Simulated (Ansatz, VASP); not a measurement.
As: VASP beside Ansatz

```xyz
2
Lattice="3.0032 0.0000 0.0000 -1.5016 2.6008 0.0000 0.0000 0.0000 4.8651" Properties=species:S:1:pos:R:3 pbc="T T T"
As    0.0000    1.7339    1.2163
As    1.5016    0.8669    3.6488
```

Alike in both runs: task relaxation of cell and atoms; functional PBE; k mesh 16 × 16 × 9; occupations fermi-dirac, width 0.05 eV; non-collinear spin, spin-orbit coupling.

|  | VASP | Ansatz |
| --- | --- | --- |
| version | VASP 6.6.1 | Ansatz 0.2.0 |
| potentials or method | VASP PAW PBE potentials, release 64 (As) | PAW with Ansatz's default frozen-core files, fully relativistic files with spin-orbit coupling |
| plane-wave cutoff (eV) | 600 | 420 |
| valence electrons in the cell | 10 | 30 |

Ansatz gave:

* net moment per atom (μB): 0.00
* relaxed volume (Å³/atom): 19.25
* relaxed cell length with the largest relative difference (Å): 4.763

Which values does VASP return?

net moment per atom (μB): 0.00; relaxed volume (Å³/atom): 19.25; relaxed cell length with the largest relative difference (Å): 4.764.

VASP's potentials hold 10 valence electrons a cell and Ansatz's 30, so a difference there can come from the potentials and not from the codes.
